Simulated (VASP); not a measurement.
# Zr (P6_3/mmc) in VASP: a series of runs

Zr is run at these levels: PBE; tasks: electric field gradients.

Program: VASP 6.6.1. These are calculated values, not measurements. Logs are shortened: lines on timing, memory, paths and dates and some standing lists are left out, and cuts for length are marked.

### 1 The cell of the first run

It takes space group P6_3/mmc (No. 194, hexagonal). Conventional cell: a = 3.253 Å, b = 3.253 Å, c = 5.181 Å, α = 90.00°, β = 90.00°, γ = 120.00°. Zr (site symmetry -6m2) has 12 Zr at 3.20 to 3.25 Å within 4.2 Å.

### 2 Electric field gradients, PBE (23.75 Å³/atom)

Input file INCAR:

```
PREC = Accurate
ENCUT = 520
EDIFF = 1E-8
ISMEAR = -1
SIGMA = 0.03
LREAL = F
LASPH = T
NELM = 80
ALGO = Normal
ISIF = 2
LWAVE = F
LCHARG = F
GGA = PE
LEFG = T
NBANDS = 19
```

Input file KPOINTS:

```
regular mesh
0
Gamma
  13 13 7
```

Input file POSCAR:

```
Zr
1.0
    3.2534028080      0.0000000000      0.0000000000
   -1.6267014040      2.8175294804      0.0000000000
    0.0000000000      0.0000000000      5.1810870861
Zr
2
Direct
    0.3333333333      0.6666666667      0.2500000000
    0.6666666667      0.3333333333      0.7500000000
```

Potentials or basis: VASP PAW PBE potentials, release 64 (Zr_sv).

Command:

```
> cat potpaw_PBE.64/Zr_sv/POTCAR > POTCAR
> mpirun -np 1 vasp_std > vasp.out
```

OUTCAR:

```text
PREC = Accurate
   ENCUT = 520
   EDIFF = 1E-8
   ISMEAR = -1
   LREAL = F
   LASPH = T
   NELM = 80
   ISIF = 2
   GGA = PE

 ion  position               nearest neighbor table
   1  0.333  0.667  0.250-   2 3.20   2 3.20   2 3.20   2 3.20   2 3.20   2 3.20
   2  0.667  0.333  0.750-   1 3.20   1 3.20   1 3.20   1 3.20   1 3.20   1 3.20

  LATTYP: Found a hexagonal cell.
 ALAT       =     3.2534028080
 C/A-ratio  =     1.5925132521

  Lattice vectors:

 A1 = (   3.2534028080,   0.0000000000,   0.0000000000)
 A2 = (  -1.6267014040,   2.8175294804,   0.0000000000)
 A3 = (   0.0000000000,   0.0000000000,   5.1810870861)

Analysis of symmetry for initial positions (statically):
=====================================================================
 Subroutine PRICEL returns:
 Original cell was already a primitive cell.

 Routine SETGRP: Setting up the symmetry group for a
 hexagonal supercell.

 Subroutine GETGRP returns: Found 24 space group operations
 (whereof 12 operations were pure point group operations)
 out of a pool of 24 trial point group operations.

The static configuration has the point symmetry D_3d.
 The point group associated with its full space group is D_6h.

Analysis of symmetry for dynamics (positions and initial velocities):
=====================================================================
 Subroutine PRICEL returns:
 Original cell was already a primitive cell.

 Routine SETGRP: Setting up the symmetry group for a
 hexagonal supercell.

 Subroutine GETGRP returns: Found 24 space group operations
 (whereof 12 operations were pure point group operations)
 out of a pool of 24 trial point group operations.

The dynamic configuration has the point symmetry D_3d.
 The point group associated with its full space group is D_6h.

 Subroutine INISYM returns: Found 24 space group operations
 (whereof 12 operations are pure point group operations),
 and found     1 'primitive' translations

----------------------------------------------------------------------------------------

                                     Primitive cell

  volume of cell :      47.4927

  direct lattice vectors                    reciprocal lattice vectors
     3.253402808  0.000000000  0.000000000     0.307370485  0.177460432  0.000000000
[... 124 lines left out ...]

 Free energy of the ion-electron system (eV)
  ---------------------------------------------------
  ext. energy  EPLUGINS =         0.00000000
  ---------------------------------------------------
  free energy    TOTEN  =       -17.03930605 eV

  energy without entropy =      -17.03233272  energy(sigma->0) =      -17.03581939

 E-fermi :   8.8001     XC(G=0): -10.9926

 val. band max:        8.7884641791   @ k =   0.3077   0.2308   0.2857
 cond. band min:       8.8137348134   @ k =   0.2308   0.1538   0.4286
 fundamental gap:      0.0252706343
 Fermi energy:         8.8000791090

 k-point     1 :       0.0000    0.0000    0.0000
  band No.  band energies     occupation
      1     -40.1032      2.00000
      2     -39.9611      2.00000
      3     -18.5914      2.00000
      4     -17.7746      2.00000
      5     -17.7746      2.00000
      6     -17.6471      2.00000
[... 505 lines left out ...]
      6     -17.8122      2.00000
[... 11 lines left out ...]
     18      11.0222      0.00000
     19      13.4174      0.00000

 [... further k-points ...]

------------------------ aborting loop because EDIFF is reached ----------------------------------------

  FORCE on cell =-STRESS in cart. coord.  units (eV):
  Direction    XX          YY          ZZ          XY          YZ          ZX
  --------------------------------------------------------------------------------------
  -------------------------------------------------------------------------------------
  Total       -0.4712258     -0.4712258     -0.2529542      0.0000000      0.0000000     -0.0000000
  in kB      -15.8969012    -15.8969012     -8.5334612      0.0000000      0.0000000     -0.0000000
  external PRESSURE =     -13.4424212 kB  Pullay stress =       0.0000000 kB

 VOLUME and BASIS-vectors are now :
 -----------------------------------------------------------------------------
  energy-cutoff  :      520.00
  volume of cell :       47.49
      direct lattice vectors                 reciprocal lattice vectors
     3.253402808  0.000000000  0.000000000     0.307370485  0.177460432  0.000000000
    -1.626701404  2.817529480  0.000000000     0.000000000  0.354920865  0.000000000
     0.000000000  0.000000000  5.181087086     0.000000000  0.000000000  0.193009688

 POSITION                                       TOTAL-FORCE (eV/Angst)
 -----------------------------------------------------------------------------------
     -0.00000      1.87835      1.29527         0.000000     -0.000000      0.000000
      1.62670      0.93918      3.88582        -0.000000      0.000000      0.000000
 -----------------------------------------------------------------------------------
    total drift:                                0.000000     -0.000000      0.000000

  FREE ENERGIE OF THE ION-ELECTRON SYSTEM (eV)
  ---------------------------------------------------
  free  energy   TOTEN  =       -17.0393060528 eV

  energy  without entropy=      -17.0323327225  energy(sigma->0) =      -17.03581939

 Electric field gradients (V/A^2)
---------------------------------------------------------------------
 ion       V_xx      V_yy      V_zz      V_xy      V_xz      V_yz
---------------------------------------------------------------------
   1     -18.719   -18.719    37.438     0.000    -0.000     0.000
   2     -18.719   -18.719    37.438     0.000     0.000    -0.000
---------------------------------------------------------------------

 Electric field gradients after diagonalization (V/A^2)
 (convention: |V_zz| > |V_xx| > |V_yy|)
----------------------------------------------------------------------
 ion       V_xx      V_yy      V_zz     asymmetry (V_yy - V_xx)/ V_zz
----------------------------------------------------------------------
   1     -18.719   -18.719    37.438       0.000
   2     -18.719   -18.719    37.438       0.000
----------------------------------------------------------------------

           NMR quadrupolar parameters

 Cq : quadrupolar parameter    Cq=e*Q*V_zz/h
 eta: asymmetry parameters     (V_yy - V_xx)/ V_zz
 Q  : nuclear electric quadrupole moment in mb (millibarn)
----------------------------------------------------------------------
 ion       Cq(MHz)       eta       Q (mb)
----------------------------------------------------------------------
   1       0.091       0.000       1.000
   2       0.091       0.000       1.000
----------------------------------------------------------------------
```

stdout:

```text
POSCAR found type information on POSCAR Zr
 POSCAR found :  1 types and       2 ions
 scaLAPACK will be used
 LDA part: xc-table for (Slater+PW92), standard interpolation
 POSCAR, INCAR and KPOINTS ok, starting setup
 FFT: planning ... GRIDC
 FFT: planning ... GRID_SOFT
 FFT: planning ... GRID
 WAVECAR not read
 entering main loop
ion   1

ion   2
```

It took 93 s on 1 thread of Intel Xeon 8259CL, shared host; peak memory 0.2 GiB.

What came out:

* Free energy: -17.0393 eV
* Pressure: -1.3 GPa
* Band gap on the k mesh: zero (bands 12 and 13 overlap by 1.10 eV)
* Largest electric field gradient by atom: Zr +37.4 V/Å²

Electric field gradients, principal values (V/Å²):
| atom | least | middle | greatest (by size) |
| --- | --- | --- | --- |
| 1 Zr | -18.719 | -18.719 | 37.438 |
| 2 Zr | -18.719 | -18.719 | 37.438 |

Caveat: without QUAD_EFG the Cq values of the log hold for a quadrupole moment of 1 mb, not for the nuclei.

### 3 Electric field gradients, PBE (24.68 Å³/atom)

This run uses another cell than the first one, of 24.68 Å³/atom.

Input file INCAR:

```
SYSTEM = Zr
PREC     = Accurate       ! precision mode
ENCUT    = 520            ! plane-wave cutoff, eV
EDIFF    = 1E-8           ! SCF threshold, eV
ISMEAR   = -1             ! smearing method
SIGMA    = 0.03           ! smearing width, eV
LREAL    = .False.        ! projectors in reciprocal space
LASPH    = .True.         ! aspherical terms in the spheres
NELM     = 100            ! most SCF steps
ALGO     = Normal         ! electronic algorithm
ISIF     = 2              ! what is computed and relaxed
LWAVE    = .False.        ! write WAVECAR
LCHARG   = .False.        ! write CHGCAR
GGA      = PE             ! functional
LEFG     = .True.       
NBANDS   = 19             ! bands
```

Input file KPOINTS:

```
Automatic mesh
0
Gamma
  13 13 7
  0 0 0
```

Input file POSCAR:

```
Zr
1.0
    3.2953868297      0.0000000000      0.0000000000
   -1.6476934148      2.8538887098      0.0000000000
    0.0000000000      0.0000000000      5.2479471970
Zr
2
Direct
    0.3333333333      0.6666666667      0.2500000000
    0.6666666667      0.3333333333      0.7500000000
```

Potentials or basis: VASP PAW PBE potentials, release 64 (Zr_sv).

Command:

```
> cat potpaw_PBE.64/Zr_sv/POTCAR > POTCAR
> mpirun -np 1 vasp_std > vasp.out
```

OUTCAR:

```text
SYSTEM = Zr
   PREC = Accurate
   ENCUT = 520
   EDIFF = 1E-8
   ISMEAR = -1
   LREAL = .False.
   LASPH = .True.
   NELM = 100
   ISIF = 2
   GGA = PE

 ion  position               nearest neighbor table
   1  0.333  0.667  0.250-   2 3.24   2 3.24   2 3.24   2 3.24   2 3.24   2 3.24
   2  0.667  0.333  0.750-   1 3.24   1 3.24   1 3.24   1 3.24   1 3.24   1 3.24

  LATTYP: Found a hexagonal cell.
 ALAT       =     3.2953868297
 C/A-ratio  =     1.5925132521

  Lattice vectors:

 A1 = (   3.2953868297,   0.0000000000,   0.0000000000)
 A2 = (  -1.6476934148,   2.8538887098,   0.0000000000)
 A3 = (   0.0000000000,   0.0000000000,   5.2479471970)

Analysis of symmetry for initial positions (statically):
=====================================================================
 Subroutine PRICEL returns:
 Original cell was already a primitive cell.

 Routine SETGRP: Setting up the symmetry group for a
 hexagonal supercell.
[... 719 lines left out ...]
  volume of cell :       49.36
      direct lattice vectors                 reciprocal lattice vectors
     3.295386830  0.000000000  0.000000000     0.303454511  0.175199544  0.000000000
    -1.647693415  2.853888710  0.000000000     0.000000000  0.350399088  0.000000000
     0.000000000  0.000000000  5.247947197     0.000000000  0.000000000  0.190550698

 POSITION                                       TOTAL-FORCE (eV/Angst)
 -----------------------------------------------------------------------------------
     -0.00000      1.90259      1.31199         0.000000      0.000000      0.000000
      1.64769      0.95130      3.93596        -0.000000      0.000000      0.000000
 -----------------------------------------------------------------------------------
    total drift:                               -0.000000      0.000000     -0.000000

  FREE ENERGIE OF THE ION-ELECTRON SYSTEM (eV)
  ---------------------------------------------------
  free  energy   TOTEN  =       -17.0052463473 eV

  energy  without entropy=      -16.9983697947  energy(sigma->0) =      -17.00180807

 Electric field gradients (V/A^2)
---------------------------------------------------------------------
 ion       V_xx      V_yy      V_zz      V_xy      V_xz      V_yz
---------------------------------------------------------------------
   1     -16.953   -16.953    33.907     0.000     0.000    -0.000
   2     -16.953   -16.953    33.907     0.000    -0.000     0.000
---------------------------------------------------------------------

 Electric field gradients after diagonalization (V/A^2)
 (convention: |V_zz| > |V_xx| > |V_yy|)
----------------------------------------------------------------------
 ion       V_xx      V_yy      V_zz     asymmetry (V_yy - V_xx)/ V_zz
----------------------------------------------------------------------
   1     -16.953   -16.953    33.907       0.000
   2     -16.953   -16.953    33.907       0.000
----------------------------------------------------------------------

           NMR quadrupolar parameters

 Cq : quadrupolar parameter    Cq=e*Q*V_zz/h
 eta: asymmetry parameters     (V_yy - V_xx)/ V_zz
 Q  : nuclear electric quadrupole moment in mb (millibarn)
----------------------------------------------------------------------
 ion       Cq(MHz)       eta       Q (mb)
----------------------------------------------------------------------
   1       0.082       0.000       1.000
   2       0.082       0.000       1.000
----------------------------------------------------------------------
```

Run time: 2.3 min. Hardware: 1 thread of Intel Xeon 8259CL, shared host; peak memory 0.22 GiB.

Results:

| Property | Result |
| --- | --- |
| Free energy | -17.0052 eV |
| Pressure | -4.6 GPa |
| Band gap on the k mesh | zero (bands 12 and 13 overlap by 1.11 eV) |
| Largest electric field gradient by atom | Zr +33.9 V/Å² |

Electric field gradients, principal values (V/Å²):
```tsv
atom	least	middle	greatest (by size)
1 Zr	-16.953	-16.953	33.907
2 Zr	-16.953	-16.953	33.907
```

Caveat: the cell stands under tension; without QUAD_EFG the Cq values of the log hold for a quadrupole moment of 1 mb, not for the nuclei.
